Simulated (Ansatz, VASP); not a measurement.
**Two plane-wave programs on Al**

```
Al
1.0
     2.86540    0.00000    0.00000
    -1.43270    2.48151    0.00000
     0.00000    0.00000   10.30650
Al
4
Direct
  0.00000 0.00000 0.00000
  0.33333 0.66667 0.25000
  0.00000 0.00000 0.50000
  0.66667 0.33333 0.75000
```

Alike in both runs: task single point; functional PBE; dispersion D3(BJ); k mesh 18 × 18 × 4; occupations gaussian, width 0.15 eV; no spin polarisation.

|  | VASP | Ansatz |
| --- | --- | --- |
| version | VASP 6.6.1 | Ansatz 0.2.0 |
| potentials or method | VASP PAW PBE potentials, release 64 (Al), cutoff 500 eV | scalar-relativistic, plane waves, PAW |
| valence electrons in the cell | 12 | 12 |

VASP gave:

* gap on the k mesh at the Fermi level (eV): none
* pressure (GPa): -8.2
* traceless stress, the component that is largest in VASP (GPa): -2.52

**Question.** Estimate Ansatz's values.

**Answer.** gap on the k mesh at the Fermi level (eV): none; pressure (GPa): -8.2; traceless stress, the component that is largest in VASP (GPa): -2.54.

A gap of «none» marks a metal or a gap that the smearing closes.
